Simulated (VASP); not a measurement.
Set up this calculation in VASP 6.6.1, as the native input.

```
Task                    : single point
Functional              : PBE
Potentials or basis     : VASP PAW PBE potentials, release 64 (W_sv, C_h)
Cutoff                  : 1000 eV
k mesh                  : 18 × 18 × 14
Occupations             : gaussian, width 0.1 eV
Spin                    : no spin polarisation
Dipole correction       : no
k mesh for the DOS      : 27 × 27 × 21
Occupations for the DOS : tetrahedron
Further INCAR settings  : ALGO = Normal; EDIFF = 1e-06
```

WC:

```
W C
1.0
     2.92168    0.00000    0.00000
    -1.46084    2.53025    0.00000
     0.00000    0.00000    2.84705
W C
1 1
Direct
  0.00000 0.00000 0.00000
  0.66667 0.33333 0.50000
```

These files were run (other wordings do the same):

POSCAR

```
WC
1.0
    2.9216789062      0.0000000000      0.0000000000
   -1.4608394531      2.5302481545      0.0000000000
    0.0000000000      0.0000000000      2.8470525963
W C
1 1
Direct
    0.0000000000      0.0000000000      0.0000000000
    0.6666666667      0.3333333333      0.5000000000
```

INCAR.step1

```
PREC     = Accurate       # precision mode
ENCUT    = 1000           # plane-wave cutoff, eV
EDIFF    = 1E-6           # SCF threshold, eV
ISMEAR   = 0              # smearing method
SIGMA    = 0.1            # smearing width, eV
LREAL    = F              # projectors in reciprocal space
LASPH    = T              # aspherical terms in the spheres
NELM     = 120            # most SCF steps
ALGO     = Normal         # electronic algorithm
ISIF     = 2              # what is computed and relaxed
LWAVE    = F              # write WAVECAR
LCHARG   = T              # write CHGCAR
LMAXMIX  = 4              # l up to which the mixer works
GGA      = PE             # functional
NBANDS   = 16             # bands
GGA_COMPAT= F            
NEDOS    = 2001           # points of the DOS
LORBIT   = 11             # projections on sites
```

KPOINTS.step1

```
regular mesh
0
Gamma
  18 18 14
```

INCAR.step2

```
PREC     = Accurate       # precision mode
ENCUT    = 1000           # plane-wave cutoff, eV
EDIFF    = 1E-6           # SCF threshold, eV
ISMEAR   = -5             # smearing method
SIGMA    = 0.1            # smearing width, eV
LREAL    = F              # projectors in reciprocal space
LASPH    = T              # aspherical terms in the spheres
NELM     = 120            # most SCF steps
ALGO     = Normal         # electronic algorithm
ISIF     = 2              # what is computed and relaxed
LWAVE    = F              # write WAVECAR
LCHARG   = F              # write CHGCAR
LMAXMIX  = 4              # l up to which the mixer works
GGA      = PE             # functional
LORBIT   = 10             # projections on sites
NEDOS    = 1001           # points of the DOS
ICHARG   = 11             # starting density
GGA_COMPAT= F
```

KPOINTS.step2

```
regular mesh
0
Gamma
  27 27 21
```

Potentials or basis: VASP PAW PBE potentials, release 64 (W_sv, C_h).

The run is started by

```bash
$ cat potpaw_PBE.64/W_sv/POTCAR potpaw_PBE.64/C_h/POTCAR > POTCAR
$ cp INCAR.step1 INCAR
$ cp KPOINTS.step1 KPOINTS
$ mpirun -np 1 vasp_std > vasp.out
$ cp INCAR.step2 INCAR
$ cp KPOINTS.step2 KPOINTS
$ mpirun -np 1 vasp_std > vasp.out
```

Results of the run:

```json
{
 "Valence electrons inside the program's atomic spheres": "W 12.14; C 1.40"
}
```

Wall time 4.1 min on 1 thread of Intel(R) Xeon(R) Platinum 8488C (Sapphire Rapids) (shared host), peak memory 0.72 GiB.
